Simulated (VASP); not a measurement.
**S: single point with PBE+D3(BJ)**

Crystal: S.

```
S
1.0
     0.00000   -5.47627    0.00000
     0.00000    0.00000   -2.96025
    10.95255   -0.54763    0.00000
S
8
Direct
  0.09130 0.50000 0.31367
  0.04130 0.50000 0.81367
  0.78370 0.50000 0.93633
  0.83370 0.50000 0.43633
  0.37097 0.00000 0.06367
  0.32097 0.00000 0.56367
  0.60403 0.00000 0.18633
  0.55403 0.00000 0.68633
```

| Item | Value |
| --- | --- |
| Program | VASP 6.6.1 |
| Task | single point |
| Functional | PBE |
| Dispersion | D3(BJ) |
| Potentials or basis | VASP PAW PBE potentials, release 64 (S) |
| Cutoff | 520 eV |
| k mesh | 9 × 16 × 5 |
| Occupations | gaussian, width 0.15 eV |
| Spin | no spin polarisation |
| Dipole correction | no |
| Further INCAR settings | ALGO = Normal; EDIFF = 1e-06; NBANDS = 34 |

The pressure is -0.1 GPa. The largest force is 0.670 eV/Å. The band gap on the k mesh is zero (band 24 reaches 4.86 eV, above the bottom of band 25 at 2.67 eV) and the dispersion energy per atom is -0.270 eV.

Forces on the atoms (eV/Å):
```
S    0.151  0.137  0.000
S    0.090  0.165  0.000
S   -0.164 -0.650  0.000
S   -0.145 -0.148  0.000
S    0.292  0.275  0.000
S    0.126 -0.166  0.000
S   -0.169  0.186  0.000
S   -0.180  0.202  0.000
```

Stress tensor (GPa, compression positive):
```
-0.58  0.39  0.00
 0.39 -0.44  0.00
 0.00  0.00  0.83
```

Levels at points of the mesh, in eV from the Fermi level:
```tsv
k point	band 20	band 21	band 22	band 23	band 24	band 25	band 26	band 27	band 28	band 29
(0.00, 0.00, 0.00)	-0.85	-0.74	-0.67	-0.47	1.21	2.49	2.65	2.67	2.69	3.25
(0.00, 0.50, 0.00)	-3.16	-2.32	-2.26	-1.85	-1.49	-0.13	-0.12	0.30	0.42	3.79
```

Run time: 8.9 min on 1 thread of Intel(R) Xeon(R) Platinum 8559C (Emerald Rapids) (shared host), peak memory 0.84 GiB.

Caveat: pairwise dispersion overbinds metals, which lowers pressure and volume.
